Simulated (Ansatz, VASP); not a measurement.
Ni: VASP beside Ansatz

```
CELL_PARAMETERS angstrom
0.00000 1.73306 1.73306
1.73306 0.00000 1.73306
1.73306 1.73306 0.00000
ATOMIC_POSITIONS crystal
Ni 0.00000 0.00000 0.00000
```

Alike in both runs: task single point; functional r2SCAN; k mesh 15 × 15 × 15; occupations gaussian, width 0.6 eV; no spin polarisation.

|  | VASP | Ansatz |
| --- | --- | --- |
| version | VASP 6.6.1 | Ansatz 0.2.0 |
| potentials or method | VASP PAW PBE potentials, release 64 (Ni), cutoff 520 eV | plane waves (500 eV) with PAW, scalar-relativistic |
| valence electrons in the cell | 10 | 18 |

|  | VASP | Ansatz | Ansatz less VASP |
| --- | --- | --- | --- |
| pressure (GPa) | 2.3 | 1.7 | -0.62 |

VASP's potentials were made for PBE, not for r2SCAN. VASP's potentials hold 10 valence electrons a cell and Ansatz's 18, so a difference there can come from the potentials and not from the codes.
